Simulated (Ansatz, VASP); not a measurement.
## Two plane-wave programs on TlIn

```
CELL_PARAMETERS angstrom
1.61641 0.93324 5.28142
-1.61641 0.93324 5.28142
0.00000 -1.86647 5.28142
ATOMIC_POSITIONS crystal
Tl 0.50000 0.50000 0.50000
In 0.00000 0.00000 0.00000
```

Change from the starting cell: volume scaled by 0.85, PAW files.

Alike in both runs: task electric field gradients; functional LDA; k mesh 12 × 12 × 12; occupations fermi-dirac, width 0.05 eV; no spin polarisation.

|  | VASP | Ansatz |
| --- | --- | --- |
| version | VASP 6.6.1 | Ansatz 0.2.0 |
| potentials or method | VASP PAW LDA potentials, release 64 (Tl_d, In_d) | PAW with Ansatz's default frozen-core files, scalar-relativistic |
| plane-wave cutoff (eV) | 520 | 420 |
| valence electrons in the cell | 26 | 26 |

```csv
,VASP,Ansatz,Ansatz less VASP
pressure (GPa),4.8,4.7,-0.12
"traceless stress, the component that is largest in VASP (GPa)",-0.08,-0.08,+0.002
size of Vzz on the site where it differs most (V/Å²),31.7,35.2,+3.52
```

LDA's correlation is that of Perdew and Zunger in VASP and of Perdew and Wang (1992) in Ansatz.

Spin-orbit coupling is off throughout.
